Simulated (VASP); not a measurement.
Sb: single point with PBE

The system is Sb.

```xyz
1
Lattice="-1.4599 1.4599 2.4800 1.4599 -1.4599 2.4800 1.4599 1.4599 -2.4800" Properties=species:S:1:pos:R:3 pbc="T T T"
Sb    0.0000    0.0000    0.0000
```

This cell differs from its parent crystal: equal xx and yy strain of -3 %.

- Program: VASP 6.6.1
- Task: single point
- Functional: PBE
- Potentials or basis: VASP PAW PBE potentials, release 64 (Sb)
- Cutoff: 520 eV
- k mesh: 19 × 19 × 19
- Occupations: fermi-dirac, width 0.05 eV
- Spin: no spin polarisation
- Dipole correction: no
- Further INCAR settings: ALGO = Normal; EDIFF = 1e-06; NBANDS = 8

```
Pressure               : 29.3 GPa
Band gap on the k mesh : zero (an odd number of electrons rules out a gap without spin polarisation)
```

Stress tensor (GPa, compression positive):
```
30.99  0.00  0.00
 0.00 30.99  0.00
 0.00  0.00 25.87
```

Levels at points of the mesh, in eV from the Fermi level:
| k point | band 1 | band 2 | band 3 | band 4 | band 5 | band 6 | band 7 | band 8 |
| --- | --- | --- | --- | --- | --- | --- | --- | --- |
| (0.00, 0.00, 0.00) | -15.16 | 6.79 | 7.28 | 7.28 | 10.26 | 10.48 | 11.50 | 11.50 |

Run time: 96 s on 1 thread of AMD EPYC 7R13, on a shared host, peak memory 0.18 GiB.

Caveat: the cell differs from its parent crystal (equal xx and yy strain of -3 %); the stress differs along the axes, from 26 to 31 GPa; spin-orbit coupling is left out, which moves the levels of the heavy elements.
